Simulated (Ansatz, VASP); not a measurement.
## Two plane-wave programs on Se

File INCAR:

```
SYSTEM = Se
  ALGO = Normal
  EDIFF = 1E-7
  EDIFFG = -0.005
  ENCUT = 600
  GGA = PS
  IBRION = 2
  ISIF = 3
  ISMEAR = 0
  LASPH = .TRUE.
  LCHARG = .FALSE.
  LREAL = .FALSE.
  LWAVE = .FALSE.
  NELM = 60
  NSW = 70
  PREC = Accurate
  SIGMA = 0.02
```

The input KPOINTS:

```
k-points
0
G
  12 12 8
  0 0 0
```

The input POSCAR:

```
Se
1.0
    4.0681465709      0.0000000000      0.0000000000
   -2.0340732855      3.5231182767      0.0000000000
    0.0000000000      0.0000000000      5.1277306261
Se
3
Direct
    0.2473450702      0.0000000000      0.3333333333
    0.0000000000      0.2473450702      0.6666666667
    0.7526549298      0.7526549298      0.0000000000
```

Input for Ansatz:

```yaml
crystal:
  lattice:
    - [4.0681465709, 0.0, 0.0]
    - [-2.0340732855, 3.5231182767, 0.0]
    - [0.0, 0.0, 5.1277306261]
  atoms:
    - { symbol: Se, position: [0.2473450702, 0.0, 0.3333333333] }
    - { symbol: Se, position: [0.0, 0.2473450702, 0.6666666667] }
    - { symbol: Se, position: [0.7526549298, 0.7526549298, 0.0] }
basis:
  ecutwfc: 420
kpoints:
  mp_grid: { grid: [12, 12, 8] }
hamiltonian:
  xc: pbesol
scf:
  occupations: { method: gaussian, width: 0.02 }
output:
  forces: true
  stress: true
  eigenvalues: true
relax:
  adjacent_minimum: "off"
  f_tol: 0.005
  max_steps: 50
  cell: { stress_tol: 0.05 }
```

Alike in both runs: task relaxation of cell and atoms; functional PBEsol; k mesh 12 × 12 × 8; occupations gaussian, width 0.02 eV; no spin polarisation.

|  | VASP | Ansatz |
| --- | --- | --- |
| version | VASP 6.6.1 | Ansatz 0.2.0 |
| potentials or method | VASP PAW PBE potentials, release 64 (Se), cutoff 600 eV | scalar-relativistic, plane waves, PAW |
| valence electrons in the cell | 18 | 48 |

```csv
,VASP,Ansatz,Ansatz less VASP
"gap on the k mesh at the Fermi level, each at its own relaxed structure (eV)",0.42,0.46,+0.038
relaxed volume (Å³/atom),24.10,24.15,+0.048
relaxed length of the cell vector where the two differ most in proportion (Å),5.128,5.115,-0.0134
```

VASP's potentials were made for PBE, not for PBEsol. VASP's potentials hold 18 valence electrons a cell and Ansatz's 48, so a difference there can come from the potentials and not from the codes.
